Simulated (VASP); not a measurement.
Input of a VASP 6.6.1 run:

INCAR

```
ALGO = Normal
EDIFF = 1E-6
ENCUT = 520
GGA = PE
ISIF = 2
ISMEAR = 0
LASPH = T
LCHARG = T
LELF = T
LREAL = F
LVHAR = T
LWAVE = F
NBANDS = 54
NELM = 60
PREC = Accurate
SIGMA = 0.01
```

KPOINTS

```
k-points
0
Gamma
  4 4 4
```

POSCAR

```
Cs2AgBiBr6
1.0
    0.0000000000      5.8546274584      5.8546274584
    5.8546274584      0.0000000000      5.8546274584
    5.8546274584      5.8546274584      0.0000000000
Cs Ag Bi Br
2 1 1 6
Direct
    0.2500000000      0.2500000000      0.2500000000
    0.7500000000      0.7500000000      0.7500000000
    0.5000000000      0.5000000000      0.5000000000
    0.0000000000      0.0000000000      0.0000000000
    0.2513065120      0.7486934880      0.2513065120
    0.2513065120      0.7486934880      0.7486934880
    0.7486934880      0.2513065120      0.7486934880
    0.7486934880      0.2513065120      0.2513065120
    0.2513065120      0.2513065120      0.7486934880
    0.7486934880      0.7486934880      0.2513065120
```

Potentials or basis: VASP PAW PBE potentials, release 64 (Cs_sv, Ag, Bi_d, Br).

Command:

```sh
$ cat potpaw_PBE.64/Cs_sv/POTCAR potpaw_PBE.64/Ag/POTCAR potpaw_PBE.64/Bi_d/POTCAR potpaw_PBE.64/Br/POTCAR > POTCAR
$ mpirun -np 1 vasp_std > vasp.out
```

Q: Predict the pressure.

A: -1.2 GPa.

Q: What does it give for the band gap on the k mesh?

A: 1.38 eV (least direct gap 2.25 eV).

Q: Predict the largest force.

A: 0.156 eV/Å.

Forces in eV/Å, atoms in the order of the input:
```
Cs   0.000  0.000  0.000
Cs   0.000  0.000  0.000
Ag   0.000  0.000  0.000
Bi   0.000  0.000  0.000
Br   0.000 -0.156  0.000
Br   0.156  0.000  0.000
Br   0.000  0.156  0.000
Br  -0.156  0.000  0.000
Br   0.000  0.000 -0.156
Br   0.000  0.000  0.156
```

Caveat: spin-orbit coupling is left out, which moves the levels of the heavy elements. A k mesh can miss the band edges.
